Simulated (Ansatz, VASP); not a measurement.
## One calculation of LiRh, two programs

```
CELL_PARAMETERS angstrom
2.60246 0.00000 0.00000
-1.30123 2.25380 0.00000
0.00000 0.00000 4.25788
ATOMIC_POSITIONS crystal
Li 0.00000 0.00000 0.50000
Rh 0.66667 0.33333 0.00000
```

Alike in both runs: functional LDA; k mesh 18 × 18 × 10; occupations fermi-dirac, width 0.05 eV; collinear spin.

Ansatz relaxed the structure, and its values are those at the end. VASP's run is a single point on that final structure, the one shown.

```csv
,VASP,Ansatz
version,VASP 6.6.1,Ansatz 0.2.0
potentials or method,"VASP PAW LDA potentials, release 64 (Li_sv, Rh_pv), cutoff 520 eV","all-electron LAPW, scalar-relativistic"
```

```tsv
	VASP	Ansatz	Ansatz less VASP
net moment per atom (μB)	0.00	0.00	0.000
```

LDA's correlation is that of Perdew and Zunger in VASP and of Perdew and Wang (1992) in Ansatz. Ansatz ran all-electron here, and VASP with PAW potentials. Ansatz's warnings: seeded moment not kept.

Noted on VASP's run: the cutoff is short for stress, so the pressure is rough.
